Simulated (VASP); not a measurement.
# GaP4 (P6/mmm) in VASP: further runs, part 2 of 3

VASP 6.6.1. The steps go on from the part before.

### 4 Single point, PBE

This run uses another cell than the first one, of 17.44 Å³/atom, 0.966 times its volume.

INCAR

```
SYSTEM = GaP4
  ALGO = Normal
  EDIFF = 1E-6
  ENCUT = 520
  GGA = PE
  ISIF = 2
  ISMEAR = 0
  LASPH = .True.
  LCHARG = .True.
  LELF = .True.
  LREAL = .False.
  LVHAR = .True.
  LWAVE = .False.
  NBANDS = 24
  NELM = 60
  PREC = Accurate
  SIGMA = 0.1
```

KPOINTS

```
k-points
0
Gamma
  6 6 4
  0 0 0
```

POSCAR

```
GaP4
1.0
    4.5280000787      0.0000000000      0.0000000000
   -2.2640000393      3.9213630965      0.0000000000
    0.0000000000      0.0000000000      4.9107297262
Ga P
1 4
Direct
    0.0000000000      0.0000000000      0.5000000000
    0.3333333333      0.6666666667      0.0000000000
    0.6666666667      0.3333333333      0.0000000000
    0.3333333333      0.6666666667      0.5000000000
    0.6666666667      0.3333333333      0.5000000000
```

Potentials or basis: VASP PAW PBE potentials, release 64 (Ga_d, P).

The run is started by

```sh
> cat potpaw_PBE.64/Ga_d/POTCAR potpaw_PBE.64/P/POTCAR > POTCAR
> mpirun -np 1 vasp_std > vasp.out
```

OUTCAR:

```text
SYSTEM = GaP4
   EDIFF = 1E-6
   ENCUT = 520
   GGA = PE
   ISIF = 2
   ISMEAR = 0
   LASPH = .True.
   LREAL = .False.
   NELM = 60
   PREC = Accurate

 ion  position               nearest neighbor table
   1  0.000  0.000  0.500-   4 2.61   5 2.61   4 2.61   5 2.61   5 2.61   4 2.61
   2  0.333  0.667  0.000-   4 2.46   4 2.46   3 2.61   3 2.61   3 2.61
   3  0.667  0.333  0.000-   5 2.46   5 2.46   2 2.61   2 2.61   2 2.61
   4  0.333  0.667  0.500-   2 2.46   2 2.46   1 2.61   5 2.61   5 2.61   1 2.61   1 2.61   5 2.61

   5  0.667  0.333  0.500-   3 2.46   3 2.46   1 2.61   4 2.61   4 2.61   1 2.61   1 2.61   4 2.61

  LATTYP: Found a hexagonal cell.
 ALAT       =     4.5280000787
 C/A-ratio  =     1.0845250974

  Lattice vectors:

 A1 = (   4.5280000787,   0.0000000000,   0.0000000000)
 A2 = (  -2.2640000393,   3.9213630965,   0.0000000000)
 A3 = (   0.0000000000,   0.0000000000,   4.9107297262)

Analysis of symmetry for initial positions (statically):
=====================================================================
 Subroutine PRICEL returns:
 Original cell was already a primitive cell.

 Routine SETGRP: Setting up the symmetry group for a
 hexagonal supercell.

 Subroutine GETGRP returns: Found 24 space group operations
 (whereof 24 operations were pure point group operations)
 out of a pool of 24 trial point group operations.

The static configuration has the point symmetry D_6h.

Analysis of symmetry for dynamics (positions and initial velocities):
=====================================================================
 Subroutine PRICEL returns:
 Original cell was already a primitive cell.

 Routine SETGRP: Setting up the symmetry group for a
 hexagonal supercell.

 Subroutine GETGRP returns: Found 24 space group operations
 (whereof 24 operations were pure point group operations)
 out of a pool of 24 trial point group operations.

The dynamic configuration has the point symmetry D_6h.

 Subroutine INISYM returns: Found 24 space group operations
 (whereof 24 operations are pure point group operations),
 and found     1 'primitive' translations

----------------------------------------------------------------------------------------

                                     Primitive cell

  volume of cell :      87.1946

  direct lattice vectors                    reciprocal lattice vectors
     4.528000079  0.000000000  0.000000000     0.220848053  0.127506683  0.000000000
    -2.264000039  3.921363096  0.000000000     0.000000000  0.255013365  0.000000000
     0.000000000  0.000000000  4.910729726     0.000000000  0.000000000  0.203635723

  length of vectors
     4.528000079  4.528000079  4.910729726     0.255013365  0.255013365  0.203635723

  position of ions in fractional coordinates (direct lattice)
     0.000000000  0.000000000  0.500000000
     0.333333333  0.666666667  0.000000000
     0.666666667  0.333333333  0.000000000
     0.333333333  0.666666667  0.500000000
     0.666666667  0.333333333  0.500000000

  ion indices of the primitive-cell ions
   primitive index   ion index
                 1           1
                 2           2
[... 26 lines left out ...]
 ===========================================

 Found     21 irreducible k-points:

 Following reciprocal coordinates:
            Coordinates               Weight
  0.000000  0.000000  0.000000      1.000000
  0.166667 -0.000000  0.000000      6.000000
  0.333333 -0.000000  0.000000      6.000000
  0.500000 -0.000000  0.000000      3.000000
  0.166667  0.166667  0.000000      6.000000
  0.333333  0.166667  0.000000     12.000000
[... 13 lines left out ...]
  0.333333  0.166667  0.500000     12.000000
  0.333333  0.333333  0.500000      2.000000
   k-points           NKPTS =     21   k-points in BZ     NKDIM =     21   number of bands    NBANDS=     24
   number of dos      NEDOS =    301   number of ions     NIONS =      5
   total plane-waves  NPLWV =  51840
   dimension x,y,z NGX =    36 NGY =   36 NGZ =   40
   dimension x,y,z NGXF=    72 NGYF=   72 NGZF=   80
   ions per type =               1   4
   NGX,Y,Z   is equivalent  to a cutoff of  13.22, 13.22, 13.54 a.u.
   NGXF,Y,Z  is equivalent  to a cutoff of  26.43, 26.43, 27.08 a.u.
 SYSTEM =  GaP4
   PREC   = accura    normal or accurate (medium, high low for compatibility)
   ISTART =      0    job   : 0-new  1-cont  2-samecut
   ICHARG =      2    charge: 1-file 2-atom 10-const
   ISPIN  =      1    spin polarized calculation?
   LNONCOLLINEAR =      F non collinear calculations
   LSORBIT =      F    spin-orbit coupling
   LASPH  =      T    aspherical Exc in radial PAW
   ENCUT  =  520.0 eV  38.22 Ry    6.18 a.u.   8.42  8.42  9.13*2*pi/ulx,y,z
   NELM   =     60;   NELMIN=  2; NELMDL= -5     # of ELM steps
   EDIFF  = 0.1E-05   stopping-criterion for ELM
   LREAL  =      F    real-space projection
   EDIFFG = 0.1E-04   stopping-criterion for IOM
   NSW    =      0    number of steps for IOM
   IBRION =     -1    ionic relax: 0-MD 1-quasi-New 2-CG
   NFREE  =      0    steps in history (QN), initial steepest desc. (CG)
   ISIF   =      2    stress and relaxation
   ISYM   =      2    0-nonsym 1-usesym 2-fastsym
   POTIM  = 0.5000    time-step for ionic-motion
   TEBEG  =    0.0;   TEEND  =   0.0 temperature during run
   PSTRESS=    0.0 pullay stress
   NELECT =      33.0000    total number of electrons
   NUPDOWN=      -1.0000    fix difference up-down
   EMIN   =  10.00;   EMAX   =-10.00  energy-range for DOS
   EFERMI =   0.00;   METHOD = LEGACY
   ISMEAR =     0;   SIGMA  =   0.10  broadening in eV -4-tet -1-fermi 0-gaus
   EFERMI_NEDOS =   21; number of points for ismear=-14 and -15
   IALGO  =     38    algorithm
   IMIX   =      4    mixing-type and parameters
     AMIX     =   0.40;   BMIX     =  1.00
     AMIX_MAG =   1.60;   BMIX_MAG =  1.00
  volume/ion in A,a.u.               =      17.44       117.68
  Fermi-wavevector in a.u.,A,eV,Ry     =   1.184176  2.237768 19.079084  1.402273
  Thomas-Fermi vector in A             =   2.320396
   LORBIT       =      0    0 simple, 1 ext, 2 COOP (PROOUT), +10 PAW based schemes
   GGA     = PE    functional components
   LHFCALC =     F    Hartree Fock is set to
   AEXX    =    0.0000 exact exchange contribution
   IVDW    =     0    specifies the selected vdW correction
   LEPSILON=     F    determine dielectric tensor
   LRPA    =     F    only Hartree local field effects (RPA)
 non-spin polarized calculation
 Gauss-broadening in eV      SIGMA  =   0.10
  energy-cutoff  :      520.00
  volume of cell :       87.19
 maximum number of plane-waves:      2382
 NGX is ok and might be reduce to    36
   NGX = 17   NGY = 17   NGZ = 19

 number of electron      32.9999998 magnetization

 Free energy of the ion-electron system (eV)
  ---------------------------------------------------
  ext. energy  EPLUGINS =         0.00000000
  ---------------------------------------------------
  free energy    TOTEN  =       -22.35698557 eV

  energy without entropy =      -22.33936499  energy(sigma->0) =      -22.34817528

 E-fermi :   7.3545     XC(G=0): -10.5759

 val. band max:        7.2309797860   @ k =   0.3333   0.1667   0.0000
 cond. band min:       7.3622353666   @ k =   0.0000   0.0000   0.5000
 fundamental gap:      0.1312555806
 Fermi energy:         7.3544902817

 k-point     1 :       0.0000    0.0000    0.0000
  band No.  band energies     occupation
      1      -8.2343      2.00000
      2      -7.8668      2.00000
      3      -7.8668      2.00000
      4      -7.8562      2.00000
      5      -7.8562      2.00000
      6      -7.5414      2.00000
[... 556 lines left out ...]
     23      11.9088      0.00000
     24      13.6871      0.00000

------------------------ aborting loop because EDIFF is reached ----------------------------------------

  FORCE on cell =-STRESS in cart. coord.  units (eV):
  Direction    XX          YY          ZZ          XY          YZ          ZX
  --------------------------------------------------------------------------------------
  -------------------------------------------------------------------------------------
  Total       -0.0565197     -0.0565197     -0.0497202     -0.0000000      0.0000000      0.0000000
  in kB       -1.0385343     -1.0385343     -0.9135961     -0.0000000      0.0000000      0.0000000
  external PRESSURE =      -0.9968882 kB  Pullay stress =       0.0000000 kB

 VOLUME and BASIS-vectors are now :
 -----------------------------------------------------------------------------
  energy-cutoff  :      520.00
  volume of cell :       87.19
      direct lattice vectors                 reciprocal lattice vectors
     4.528000079  0.000000000  0.000000000     0.220848053  0.127506683  0.000000000
    -2.264000039  3.921363096  0.000000000     0.000000000  0.255013365  0.000000000
     0.000000000  0.000000000  4.910729726     0.000000000  0.000000000  0.203635723

 POSITION                                       TOTAL-FORCE (eV/Angst)
 -----------------------------------------------------------------------------------
      0.00000      0.00000      2.45536         0.000000      0.000000      0.000000
     -0.00000      2.61424      0.00000         0.000000     -0.000000      0.000000
      2.26400      1.30712      0.00000         0.000000      0.000000      0.000000
     -0.00000      2.61424      2.45536        -0.000000      0.000000     -0.000000
      2.26400      1.30712      2.45536         0.000000     -0.000000      0.000000
 -----------------------------------------------------------------------------------
    total drift:                                0.000000     -0.000000     -0.000000

  FREE ENERGIE OF THE ION-ELECTRON SYSTEM (eV)
  ---------------------------------------------------
  free  energy   TOTEN  =       -22.3569855750 eV

  energy  without entropy=      -22.3393649858  energy(sigma->0) =      -22.34817528
```

OSZICAR:

```text
N       E                     dE             d eps       ncg     rms          rms(c)
DAV:   1     0.211026005862E+03    0.21103E+03   -0.14218E+04  1032   0.160E+03
DAV:   2     0.324489609986E+01   -0.20778E+03   -0.19404E+03  1072   0.396E+02
DAV:   3    -0.216267166531E+02   -0.24872E+02   -0.23551E+02  1320   0.101E+02
DAV:   4    -0.225429659434E+02   -0.91625E+00   -0.90671E+00  1232   0.198E+01
DAV:   5    -0.225655720835E+02   -0.22606E-01   -0.22581E-01  1368   0.285E+00    0.865E+00
DAV:   6    -0.223866978676E+02    0.17887E+00   -0.30720E-01  1320   0.853E+00    0.517E+00
DAV:   7    -0.223587964316E+02    0.27901E-01   -0.10966E-01  1392   0.290E+00    0.121E+00
DAV:   8    -0.223571449621E+02    0.16515E-02   -0.19019E-02  1248   0.123E+00    0.227E-01
DAV:   9    -0.223569366620E+02    0.20830E-03   -0.19454E-03  1456   0.393E-01    0.986E-02
DAV:  10    -0.223569724291E+02   -0.35767E-04   -0.29835E-04  1320   0.147E-01    0.473E-02
DAV:  11    -0.223569846363E+02   -0.12207E-04   -0.26167E-05  1480   0.463E-02    0.132E-02
DAV:  12    -0.223569855750E+02   -0.93865E-06   -0.77334E-06  1280   0.333E-02
   1 F= -.22356986E+02 E0= -.22348175E+02  d E =-.176206E-01
```

stdout:

```text
POSCAR found type information on POSCAR GaP
 POSCAR found :  2 types and       5 ions
 scaLAPACK will be used
 LDA part: xc-table for (Slater+PW92), standard interpolation
 POSCAR, INCAR and KPOINTS ok, starting setup
 FFT: planning ... GRIDC
 FFT: planning ... GRID_SOFT
 FFT: planning ... GRID
 WAVECAR not read
 entering main loop
```

It took 18 s on 1 thread of Intel Xeon 6975P-C (Granite Rapids), shared host; peak memory 0.22 GiB.

What came out:

```yaml
Free_energy: -22.3570 eV
Pressure: -0.1 GPa
```

Levels at points of the mesh, in eV from the Fermi level:
```
           k point  band 14  band 15  band 16  band 17  band 18  band 19
(0.00, 0.00, 0.00)    -3.31    -3.31    -2.77    -2.11    -2.11     1.43
(0.50, 0.00, 0.00)    -3.11    -1.29     0.09     0.90     1.42     1.43
(0.00, 0.00, 0.50)    -3.00    -2.90    -2.90    -2.06    -1.26     0.01
(0.50, 0.00, 0.50)    -1.18    -0.91     0.14     0.28     1.53     2.07
```

### 5 Relaxation of cell and atoms, PBE

This run uses another cell than the first one, of 24.05 Å³/atom, 1.332 times its volume.

INCAR

```
PREC = Accurate
ENCUT = 600
EDIFF = 1E-7
ISMEAR = 0
SIGMA = 0.1
LREAL = F
LASPH = T
NELM = 100
ALGO = Normal
ISIF = 3
LWAVE = F
LCHARG = F
GGA = PE
IBRION = 2
NSW = 90
EDIFFG = -0.04
```

KPOINTS

```
regular mesh
0
Gamma
  6 6 2
```

POSCAR

```
GaP4
1.0
    3.9491925000      0.0000000000      0.0000000000
   -1.9745962500      3.4201010300      0.0000000000
    0.0000000000      0.0000000000      8.9037818800
Ga P
1 4
Direct
    0.0000000000      0.0000000000      0.5000000000
    0.3333333300      0.6666666700      0.0000000000
    0.6666666700      0.3333333300      0.0000000000
    0.3333333300      0.6666666700      0.5000000000
    0.6666666700      0.3333333300      0.5000000000
```

The run is started by

```sh
> cat potpaw_PBE.64/Ga_d/POTCAR potpaw_PBE.64/P/POTCAR > POTCAR
> mpirun -np 1 vasp_std > vasp.out
```

Run time: 5.6 min. Hardware: 1 thread of Intel Xeon 6975P-C (Granite Rapids), shared host; peak memory 0.29 GiB.

The run converged. Its results:

```
Free energy                            : -21.7926 eV
Relaxed volume                         : 18.09 Å³/atom
Relaxed cell                           : a = 4.399 Å, b = 4.399 Å, c = 5.396 Å, α = 90.00°, β = 90.00°, γ = 120.00°
Space group after relaxing (to 0.05 Å) : P6/mmm (No. 191)
Energy gained by relaxing              : 569.4 meV/atom
Ionic steps                            : 17
Pressure after relaxing                : 0.0 GPa
```

Stress tensor (GPa, compression positive):
```
-0.04  0.00  0.00
 0.00 -0.04  0.00
 0.00  0.00  0.05
```

Step by step:
```
step  energy change (eV)  largest force (eV/Å)  pressure (GPa)  volume (Å³)
   1              0.0000                0.0000           13.10       120.26
   2             -0.8606                0.0000           -4.34       156.86
   3             -1.1865                0.0000           -0.36       142.19
   4             -1.1866                0.0000           -0.19       141.73
   5             -1.1903                0.0000           -0.20       140.94
   6             -1.2018                0.0000           -0.24       138.57
   7             -1.2255                0.0000           -0.34       133.83
   8             -1.2789                0.0000           -0.64       124.32
   9             -1.6531                0.0000            0.04       105.19
  10             -0.3928                0.0000           30.11        66.55
  11             -2.3496                0.0000            0.74        95.97
  12             -2.6714                0.0000            4.67        81.30
  13             -2.7841                0.0000            4.04        86.15
  14             -2.7805                0.0000            3.60        87.28
  15             -2.8227                0.0000            2.14        88.49
  16             -2.8453                0.0000           -0.54        90.99
  17             -2.8472                0.0000           -0.01        90.45
```

Final structure:
```xyz
5
Lattice="4.3993 0.0000 0.0000 -2.1997 3.8099 0.0000 0.0000 0.0000 5.3965" Properties=species:S:1:pos:R:3 pbc="T T T"
Ga    0.0000    0.0000    2.6982
P     0.0000    2.5399    0.0000
P     2.1997    1.2700    0.0000
P     0.0000    2.5399    2.6982
P     2.1997    1.2700    2.6982
```

Levels at points of the mesh, in eV from the Fermi level:
| k point | band 13 | band 14 | band 15 | band 16 | band 17 | band 18 | band 19 | band 20 |
| --- | --- | --- | --- | --- | --- | --- | --- | --- |
| (0.00, 0.00, 0.00) | -3.03 | -3.03 | -2.70 | -2.70 | -2.06 | -1.91 | 1.22 | 1.22 |
| (0.50, 0.00, 0.00) | -4.31 | -3.72 | -1.43 | 1.05 | 1.39 | 2.24 | 2.50 | 3.25 |
| (0.00, 0.00, 0.50) | -3.64 | -3.20 | -2.85 | -2.85 | -2.83 | -1.71 | 0.52 | 0.52 |
| (0.50, 0.00, 0.50) | -2.71 | -1.63 | -1.57 | -0.63 | -0.14 | 2.14 | 2.68 | 2.88 |

Caveat: the volume moved by over 15 % at a fixed basis, so the end points are rough; this functional lacks dispersion, which binds the layers, so the pressure and a relaxed spacing across them are unreliable.

(Continued in part 3 of 3.)
